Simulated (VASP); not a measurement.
Set up this calculation in VASP 6.6.1, as the native input.

```yaml
Task: single point
Functional: LDA
Potentials_or_basis: VASP PAW LDA potentials, release 64 (Be)
Cutoff: 520 eV
k_mesh: 15 × 15 × 15
Occupations: fermi-dirac, width 0.08 eV
Spin: no spin polarisation
Dipole_correction: no
Further_INCAR_settings: ALGO = Normal; EDIFF = 1e-07; NBANDS = 9
```

The structure of Be lies in POSCAR:

```
Be
1.0
    0.0000000000      2.4122195376      2.4122195376
    2.4122195376      0.0000000000      2.4122195376
    2.4122195376      2.4122195376      0.0000000000
Be
2
Direct
   -0.1250000000     -0.1250000000     -0.1250000000
    0.1250000000      0.1250000000      0.1250000000
```

The input as run:

INCAR

```
PREC = Accurate
ENCUT = 520
EDIFF = 1E-7
ISMEAR = -1
SIGMA = 0.08
LREAL = False
LASPH = True
NELM = 100
ALGO = Normal
ISIF = 2
LWAVE = False
LCHARG = False
NBANDS = 9
```

KPOINTS

```
regular mesh
0
Gamma
  15 15 15
```

Potentials or basis: VASP PAW LDA potentials, release 64 (Be).

The run is started by

```sh
$ cat potpaw_LDA.64/Be/POTCAR > POTCAR
$ mpirun -np 1 vasp_std > vasp.out
```

It gave:

```json
{
  "Pressure": "0.1 GPa",
  "Band gap on the k mesh": "zero (band 2 reaches 6.67 eV, above the bottom of band 3 at 0.31 eV)"
}
```

Run time: 10 s on 1 thread of Intel(R) Xeon(R) 6975P-C (Granite Rapids), with other jobs on the host, peak memory 0.14 GiB.
